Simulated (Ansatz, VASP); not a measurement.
## Two plane-wave programs on CdS4

Contents of INCAR:

```
SYSTEM = CdS4
ALGO = Normal
EDIFF = 1E-6
EDIFFG = -0.04
ENCUT = 600
GGA = PE
IBRION = 2
ISIF = 3
ISMEAR = 0
LASPH = .TRUE.
LCHARG = .FALSE.
LREAL = .FALSE.
LWAVE = .FALSE.
NELM = 60
NSW = 90
PREC = Accurate
SIGMA = 0.1
```

KPOINTS

```
k-points
0
G
  4 4 4
  0 0 0
```

Contents of POSCAR:

```
CdS4
1.0
    4.6883412500      0.0000000000      0.0000000000
    0.0000000000      4.6883412500      0.0000000000
    0.0000000000      0.0000000000      6.1499471800
Cd S
1 4
Direct
    0.0000000000      0.0000000000      0.5000000000
    0.0000000000      0.5000000000      0.1530061900
    0.5000000000      0.0000000000      0.1530061900
    0.0000000000      0.5000000000      0.8469938100
    0.5000000000      0.0000000000      0.8469938100
```

Input for Ansatz:

```yaml
crystal:
  lattice:
    - [4.68834125, 0.0, 0.0]
    - [0.0, 4.68834125, 0.0]
    - [0.0, 0.0, 6.14994718]
  atoms:
    - { symbol: Cd, position: [0.0, 0.0, 0.5] }
    - { symbol: S, position: [0.0, 0.5, 0.15300619] }
    - { symbol: S, position: [0.5, 0.0, 0.15300619] }
    - { symbol: S, position: [0.0, 0.5, 0.84699381] }
    - { symbol: S, position: [0.5, 0.0, 0.84699381] }
basis:
  ecutwfc: 420
kpoints:
  mp_grid: { grid: [4, 4, 4] }
hamiltonian:
  xc: pbe
scf:
  occupations: { method: gaussian, width: 0.1 }
  lower_state_search: "off"
output:
  forces: true
  stress: true
  eigenvalues: true
relax:
  adjacent_minimum: "off"
  f_tol: 0.04
  max_steps: 70
  cell: { stress_tol: 0.4 }
```

Alike in both runs: task relaxation of cell and atoms; functional PBE; k mesh 4 × 4 × 4; occupations gaussian, width 0.1 eV; no spin polarisation.

```csv
,VASP,Ansatz
version,VASP 6.6.1,Ansatz 0.2.0
potentials or method,"VASP PAW PBE potentials, release 64 (Cd, S), cutoff 600 eV","scalar-relativistic, plane waves, PAW"
valence electrons in the cell,36,44
```

|  | VASP | Ansatz | Ansatz less VASP |
| --- | --- | --- | --- |
| gap on the k mesh at the Fermi level, each at its own relaxed structure (eV) | none | none | - |
| relaxed volume (Å³/atom) | 23.35 | 23.42 | +0.071 |
| relaxed cell length with the largest relative difference (Å) | 4.824 | 4.832 | +0.0084 |

A gap of «none» marks a metal or a gap that the smearing closes. VASP's potentials hold 36 valence electrons a cell and Ansatz's 44, so a difference there can come from the potentials and not from the codes.
